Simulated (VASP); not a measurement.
# Sb (R-3m) in VASP: further runs

Runs on Sb. Level: LDA. Tasks: single point.

Everything below comes from runs of VASP 6.6.1. Logs are shortened: lines on timing, memory, paths and dates and some standing lists are left out, and cuts for length are marked.

### 1 The cell of the first run

It takes space group R-3m (No. 166, trigonal). Conventional cell: a = 4.291 Å, b = 4.291 Å, c = 10.976 Å, α = 90.00°, β = 90.00°, γ = 120.00°. Within 3.8 Å of Sb (site symmetry 3m) lie 6 Sb at 2.91 to 3.27 Å.

### 2 Single point, LDA

File INCAR:

```
ALGO = Normal
EDIFF = 1E-7
ENCUT = 520
GGA = CA
ISIF = 2
ISMEAR = 1
LASPH = True
LCHARG = False
LREAL = False
LWAVE = False
NBANDS = 12
NELM = 60
PREC = Accurate
SIGMA = 0.3
```

File KPOINTS:

```
k-points
0
Gamma
  9 9 9
```

File POSCAR:

```
Sb
1.0
    2.1456002536      1.2387628840      3.6587425366
   -2.1456002536      1.2387628840      3.6587425366
    0.0000000000     -2.4775257680      3.6587425366
Sb
2
Direct
    0.2359371474      0.2359371474      0.2359371474
    0.7640628526      0.7640628526      0.7640628526
```

Potentials or basis: VASP PAW LDA potentials, release 64 (Sb).

On the command line:

```
> cat potpaw_LDA.64/Sb/POTCAR > POTCAR
> mpirun -np 1 vasp_std > vasp.out
```

OUTCAR:

```text
EDIFF = 1E-7
   ENCUT = 520
   GGA = CA
   ISIF = 2
   ISMEAR = 1
   LASPH = True
   LREAL = False
   NELM = 60
   PREC = Accurate

 ion  position               nearest neighbor table
   1  0.236  0.236  0.236-   2 2.91   2 2.91   2 2.91   2 3.27   2 3.27   2 3.27
   2  0.764  0.764  0.764-   1 2.91   1 2.91   1 2.91   1 3.27   1 3.27   1 3.27

  LATTYP: Found a trigonal (rhomboedric) cell.
 ALAT       =     4.4186571354
 COS(alpha) =     0.5284290848

  Lattice vectors:

 A1 = (   2.1456002536,   1.2387628840,   3.6587425366)
 A2 = (  -2.1456002536,   1.2387628840,   3.6587425366)
 A3 = (   0.0000000000,  -2.4775257680,   3.6587425366)

Analysis of symmetry for initial positions (statically):
=====================================================================
 Subroutine PRICEL returns:
 Original cell was already a primitive cell.

 Routine SETGRP: Setting up the symmetry group for a
 trigonal (rhombohedral) supercell.

 Subroutine GETGRP returns: Found 12 space group operations
 (whereof 12 operations were pure point group operations)
 out of a pool of 12 trial point group operations.

The static configuration has the point symmetry D_3d.

Analysis of symmetry for dynamics (positions and initial velocities):
=====================================================================
 Subroutine PRICEL returns:
 Original cell was already a primitive cell.

 Routine SETGRP: Setting up the symmetry group for a
 trigonal (rhombohedral) supercell.

 Subroutine GETGRP returns: Found 12 space group operations
 (whereof 12 operations were pure point group operations)
 out of a pool of 12 trial point group operations.

The dynamic configuration has the point symmetry D_3d.

 Subroutine INISYM returns: Found 12 space group operations
 (whereof 12 operations are pure point group operations),
 and found     1 'primitive' translations

----------------------------------------------------------------------------------------

                                     Primitive cell

  volume of cell :      58.3472

  direct lattice vectors                    reciprocal lattice vectors
     2.145600254  1.238762884  3.658742537     0.233035021  0.134542832  0.091105982
    -2.145600254  1.238762884  3.658742537    -0.233035021  0.134542832  0.091105982
     0.000000000 -2.477525768  3.658742537     0.000000000 -0.269085664  0.091105982

  length of vectors
     4.418657135  4.418657135  4.418657135     0.284090469  0.284090469  0.284090469

  position of ions in fractional coordinates (direct lattice)
     0.235937147  0.235937147  0.235937147
     0.764062853  0.764062853  0.764062853

  ion indices of the primitive-cell ions
   primitive index   ion index
                 1           1
                 2           2

----------------------------------------------------------------------------------------

 KPOINTS: k-points

Automatic generation of k-mesh.
 Grid dimensions read from file:
 generate k-points for:    9    9    9

 Generating k-lattice:

  Cartesian coordinates                     Fractional coordinates (reciprocal lattice)
     0.025892780  0.014949204  0.010122887     0.111111111  0.000000000  0.000000000
    -0.025892780  0.014949204  0.010122887     0.000000000  0.111111111  0.000000000
     0.000000000 -0.029898407  0.010122887     0.000000000  0.000000000  0.111111111

  Length of vectors
     0.031565608  0.031565608  0.031565608

  Shift w.r.t. Gamma in fractional coordinates (k-lattice)
     0.000000000  0.000000000  0.000000000

 Subroutine IBZKPT returns following result:
 ===========================================

 Found     85 irreducible k-points:

 Following reciprocal coordinates:
            Coordinates               Weight
  0.000000  0.000000  0.000000      1.000000
  0.111111  0.000000  0.000000      6.000000
  0.222222  0.000000 -0.000000      6.000000
  0.333333  0.000000 -0.000000      6.000000
  0.444444  0.000000 -0.000000      6.000000
  0.111111  0.111111  0.000000      6.000000
[... 16 lines left out ...]
 -0.333333  0.333333  0.000000      6.000000
  0.444444  0.444444 -0.000000      6.000000
 [... further k-points ...]
   k-points           NKPTS =     85   k-points in BZ     NKDIM =     85   number of bands    NBANDS=     12
   number of dos      NEDOS =    301   number of ions     NIONS =      2
   total plane-waves  NPLWV =  46656
   dimension x,y,z NGX =    36 NGY =   36 NGZ =   36
   dimension x,y,z NGXF=    72 NGYF=   72 NGZF=   72
   ions per type =               2
   NGX,Y,Z   is equivalent  to a cutoff of  13.54, 13.54, 13.54 a.u.
   NGXF,Y,Z  is equivalent  to a cutoff of  27.09, 27.09, 27.09 a.u.
 SYSTEM =  unknown system
   PREC   = accura    normal or accurate (medium, high low for compatibility)
   ISTART =      0    job   : 0-new  1-cont  2-samecut
   ICHARG =      2    charge: 1-file 2-atom 10-const
   ISPIN  =      1    spin polarized calculation?
   LNONCOLLINEAR =      F non collinear calculations
   LSORBIT =      F    spin-orbit coupling
   LASPH  =      T    aspherical Exc in radial PAW
   ENCUT  =  520.0 eV  38.22 Ry    6.18 a.u.   8.22  8.22  8.22*2*pi/ulx,y,z
   NELM   =     60;   NELMIN=  2; NELMDL= -5     # of ELM steps
   EDIFF  = 0.1E-06   stopping-criterion for ELM
   LREAL  =      F    real-space projection
   EDIFFG = 0.1E-05   stopping-criterion for IOM
   NSW    =      0    number of steps for IOM
   IBRION =     -1    ionic relax: 0-MD 1-quasi-New 2-CG
   NFREE  =      0    steps in history (QN), initial steepest desc. (CG)
   ISIF   =      2    stress and relaxation
   ISYM   =      2    0-nonsym 1-usesym 2-fastsym
   POTIM  = 0.5000    time-step for ionic-motion
   TEBEG  =    0.0;   TEEND  =   0.0 temperature during run
   PSTRESS=    0.0 pullay stress
   NELECT =      10.0000    total number of electrons
   NUPDOWN=      -1.0000    fix difference up-down
   EMIN   =  10.00;   EMAX   =-10.00  energy-range for DOS
   EFERMI =   0.00;   METHOD = LEGACY
   ISMEAR =     1;   SIGMA  =   0.30  broadening in eV -4-tet -1-fermi 0-gaus
   EFERMI_NEDOS =   21; number of points for ismear=-14 and -15
   IALGO  =     38    algorithm
   IMIX   =      4    mixing-type and parameters
     AMIX     =   0.40;   BMIX     =  1.00
     AMIX_MAG =   1.60;   BMIX_MAG =  1.00
  volume/ion in A,a.u.               =      29.17       196.87
  Fermi-wavevector in a.u.,A,eV,Ry     =   0.909358  1.718437 11.251088  0.826932
  Thomas-Fermi vector in A             =   2.033393
   LORBIT       =      0    0 simple, 1 ext, 2 COOP (PROOUT), +10 PAW based schemes
   GGA     = CA    functional components
   LHFCALC =     F    Hartree Fock is set to
   AEXX    =    0.0000 exact exchange contribution
   IVDW    =     0    specifies the selected vdW correction
   LEPSILON=     F    determine dielectric tensor
   LRPA    =     F    only Hartree local field effects (RPA)
 non-spin polarized calculation
 Methfessel and Paxton  Order N= 1 SIGMA  =   0.30
  energy-cutoff  :      520.00
  volume of cell :       58.35
 maximum number of plane-waves:      1584
 NGX is ok and might be reduce to    36
   NGX = 17   NGY = 17   NGZ = 17

 number of electron      10.0000000 magnetization

 Free energy of the ion-electron system (eV)
  ---------------------------------------------------
  ext. energy  EPLUGINS =         0.00000000
  ---------------------------------------------------
  free energy    TOTEN  =        -9.63061306 eV

  energy without entropy =       -9.63749282  energy(sigma->0) =       -9.63290631

 E-fermi :   7.5554     XC(G=0):  -9.8716

 val. band max:        7.5359612601   @ k =   0.4444   0.0000  -0.0000
 cond. band min:       7.5789703762   @ k =   0.4444   0.4444   0.4444
 fundamental gap:      0.0430091161
 Fermi energy:         7.5553649364

 k-point     1 :       0.0000    0.0000    0.0000
  band No.  band energies     occupation
      1      -5.3826      2.00000
      2       2.8702      2.00000
      3       5.5290      2.00000
      4       5.6889      2.00000
      5       5.6889      2.00000
      6       9.8739     -0.00000
      7      10.3754     -0.00000
      8      10.3754     -0.00000
      9      12.4832     -0.00000
     10      12.4832     -0.00000
     11      12.6516     -0.00000
     12      14.0663      0.00000

 k-point     2 :       0.1111    0.0000    0.0000
  band No.  band energies     occupation
      1      -5.2430      2.00000
      2       2.2044      2.00000
      3       5.5605      2.00000
      4       5.6741      2.00000
      5       6.0118      2.00000
      6       9.6998     -0.00000
      7       9.9861     -0.00000
      8       9.9959     -0.00000
      9      12.0800     -0.00000
     10      12.5082     -0.00000
     11      12.5762     -0.00000
     12      14.9784      0.00000

 k-point     3 :       0.2222    0.0000   -0.0000
  band No.  band energies     occupation
      1      -4.8268      2.00000
      2       0.8631      2.00000
      3       5.6068      2.00000
      4       5.6581      2.00000
      5       6.4831      2.00001
      6       9.0353     -0.00000
      7       9.1503     -0.00000
      8       9.1837     -0.00000
      9      12.2713     -0.00000
     10      12.9120     -0.00000
     11      13.2309     -0.00000
     12      16.7460      0.00000
[... 286 lines left out ...]
 k-point    23 :      -0.3333    0.3333    0.0000
  band No.  band energies     occupation
      1      -2.2479      2.00000
      2      -2.0375      2.00000
      3       2.3295      2.00000
      4       4.6704      2.00000
      5       5.0021      2.00000
      6       9.7480     -0.00000
      7      10.2525     -0.00000
      8      12.6096     -0.00000
      9      13.1653     -0.00000
     10      14.0783      0.00000
     11      15.3082      0.00000
     12      17.5285      0.00000

 k-point    24 :       0.4444    0.4444   -0.0000
  band No.  band energies     occupation
      1      -3.0607      2.00000
      2      -0.3151      2.00000
      3       2.0593      2.00000
      4       3.7487      2.00000
      5       3.7848      2.00000
      6       9.1378     -0.00000
      7      12.5704     -0.00000
      8      12.9805     -0.00000
      9      14.2913      0.00000
     10      16.0871      0.00000
     11      17.3569      0.00000
     12      18.4158      0.00000

 [... further k-points ...]
[... 5 lines left out ...]
  --------------------------------------------------------------------------------------
  -------------------------------------------------------------------------------------
  Total        0.1326779      0.1326779      0.0698395      0.0000000      0.0000000      0.0000000
  in kB        3.6432510      3.6432510      1.9177490      0.0000000      0.0000000      0.0000000
  external PRESSURE =       3.0680837 kB  Pullay stress =       0.0000000 kB

 VOLUME and BASIS-vectors are now :
 -----------------------------------------------------------------------------
  energy-cutoff  :      520.00
  volume of cell :       58.35
      direct lattice vectors                 reciprocal lattice vectors
     2.145600254  1.238762884  3.658742537     0.233035021  0.134542832  0.091105982
    -2.145600254  1.238762884  3.658742537    -0.233035021  0.134542832  0.091105982
     0.000000000 -2.477525768  3.658742537     0.000000000 -0.269085664  0.091105982

 POSITION                                       TOTAL-FORCE (eV/Angst)
 -----------------------------------------------------------------------------------
      0.00000      0.00000      2.58970         0.000000      0.000000      0.031528
      0.00000      0.00000      8.38653         0.000000      0.000000     -0.031528
 -----------------------------------------------------------------------------------
    total drift:                               -0.000000      0.000000     -0.000000

  FREE ENERGIE OF THE ION-ELECTRON SYSTEM (eV)
  ---------------------------------------------------
  free  energy   TOTEN  =        -9.6306130641 eV

  energy  without entropy=       -9.6374928160  energy(sigma->0) =       -9.63290631
```

It took 42 s on 1 thread of AMD EPYC 7R43 (Zen 3), shared host; peak memory 0.16 GiB.

Results:

```yaml
Free_energy: -9.6306 eV
Pressure: 0.3 GPa
Largest_force: 0.032 eV/Å
```

Forces in eV/Å, atoms in the order of the input:
```
Sb   0.000  0.000  0.032
Sb   0.000  0.000 -0.032
```

Levels at points of the mesh, in eV from the Fermi level:
```tsv
k point	band 2	band 3	band 4	band 5	band 6	band 7	band 8	band 9
(0.00, 0.00, 0.00)	-4.69	-2.03	-1.87	-1.87	2.32	2.82	2.82	4.93
```

Caveat: spin-orbit coupling is left out, which moves the levels of the heavy elements.

### 3 Single point, LDA

File INCAR:

```
SYSTEM = Sb
  ALGO = Normal
  EDIFF = 1E-7
  ENCUT = 520
  ISIF = 2
  ISMEAR = 1
  LASPH = .TRUE.
  LCHARG = .FALSE.
  LREAL = .FALSE.
  LWAVE = .FALSE.
  NBANDS = 12
  NELM = 60
  PREC = Accurate
  SIGMA = 0.6
```

File KPOINTS:

```
k-points
0
G
  9 9 9
  0 0 0
```

POSCAR is that of step 2.

Potentials or basis: VASP PAW LDA potentials, release 64 (Sb).

On the command line:

```
> cat potpaw_LDA.64/Sb/POTCAR > POTCAR
> mpirun -np 1 vasp_std > vasp.out
```

Run time: 43 s. Hardware: 1 thread of AMD EPYC 7R43 (Zen 3), shared host; peak memory 0.17 GiB.

Results (log left out):

| Quantity | Value |
| --- | --- |
| Free energy | -9.6174 eV |
| Pressure | 0.2 GPa |
| Largest force | 0.056 eV/Å |

Forces in eV/Å, atoms in the order of the input:
```
Sb   0.000  0.000  0.056
Sb   0.000  0.000 -0.056
```

Levels at points of the mesh, in eV from the Fermi level:
| k point | band 3 | band 4 | band 5 | band 6 | band 7 | band 8 |
| --- | --- | --- | --- | --- | --- | --- |
| (0.00, 0.00, 0.00) | -1.96 | -1.80 | -1.80 | 2.38 | 2.89 | 2.89 |

Caveat: spin-orbit coupling is left out, which moves the levels of the heavy elements.

### 4 Single point, LDA

File INCAR:

```
PREC     = Accurate       # precision mode
ENCUT    = 520            # plane-wave cutoff, eV
EDIFF    = 1E-7           # SCF threshold, eV
ISMEAR   = 1              # smearing method
SIGMA    = 1.0            # smearing width, eV
LREAL    = False          # projectors in reciprocal space
LASPH    = True           # aspherical terms in the spheres
NELM     = 60             # most SCF steps
ALGO     = Normal         # electronic algorithm
ISIF     = 2              # what is computed and relaxed
LWAVE    = False          # write WAVECAR
LCHARG   = True           # write CHGCAR
LELF     = True           # ELF
LVHAR    = True         
NBANDS   = 12             # bands
```

File KPOINTS:

```
Automatic mesh
0
Gamma
  9 9 9
```

POSCAR is that of step 3.

On the command line:

```
> cat potpaw_LDA.64/Sb/POTCAR > POTCAR
> mpirun -np 1 vasp_std > vasp.out
```

Run time: 44 s. Hardware: 1 thread of AMD EPYC 7R43 (Zen 3), shared host; peak memory 0.16 GiB.

It converged, with:

```yaml
Free_energy: -9.5849 eV
Pressure: 0.0 GPa
Largest_force: 0.145 eV/Å
```

Forces in eV/Å, atoms in the order of the input:
```
Sb   0.000  0.000  0.145
Sb   0.000  0.000 -0.145
```

Stress tensor (GPa, compression positive):
```
-0.02  0.00  0.00
 0.00 -0.02  0.00
 0.00  0.00  0.11
```

Levels at points of the mesh, in eV from the Fermi level:
```tsv
k point	band 2	band 3	band 4	band 5	band 6	band 7	band 8	band 9
(0.00, 0.00, 0.00)	-4.55	-1.89	-1.73	-1.73	2.45	2.95	2.95	5.06
```

Caveat: spin-orbit coupling is left out, which moves the levels of the heavy elements.

### 5 Single point, LDA

File INCAR:

```
SYSTEM = Sb
ALGO = Normal ; EDIFF = 1E-6
ENCUT = 520 ; GGA = CA
ISIF = 2 ; ISMEAR = 1
LASPH = .True. ; LCHARG = .False.
LREAL = .False. ; LWAVE = .False.
NBANDS = 12 ; NELM = 60
PREC = Accurate ; SIGMA = 0.01
```

File KPOINTS:

```
k-points
0
Gamma
  9 9 9
  0 0 0
```

POSCAR is that of step 4.

On the command line:

```
> cat potpaw_LDA.64/Sb/POTCAR > POTCAR
> mpirun -np 1 vasp_std > vasp.out
```

Wall time 37 s (1 thread of AMD EPYC 7R43 (Zen 3), shared host); peak memory 0.16 GiB.

It converged, with:

- Free energy: -9.6319 eV
- Pressure: 0.4 GPa
- Largest force: 0.022 eV/Å
- Band gap on the k mesh: 0.02 eV, indirect (least direct gap 0.44 eV)

Forces in eV/Å, atoms in the order of the input:
```
Sb   0.000  0.000  0.022
Sb   0.000  0.000 -0.022
```

Stress tensor (GPa, compression positive):
```
0.47 0.00 0.00
0.00 0.47 0.00
0.00 0.00 0.30
```

Levels at points of the mesh, in eV from the valence-band top:
```tsv
k point	band 2	band 3	band 4	band 5	band 6	band 7	band 8	band 9
(0.00, 0.00, 0.00)	-4.64	-1.98	-1.82	-1.82	2.36	2.86	2.86	4.97
```

Caveat: spin-orbit coupling is left out, which moves the levels of the heavy elements.

(Continued in part 2 of 2.)
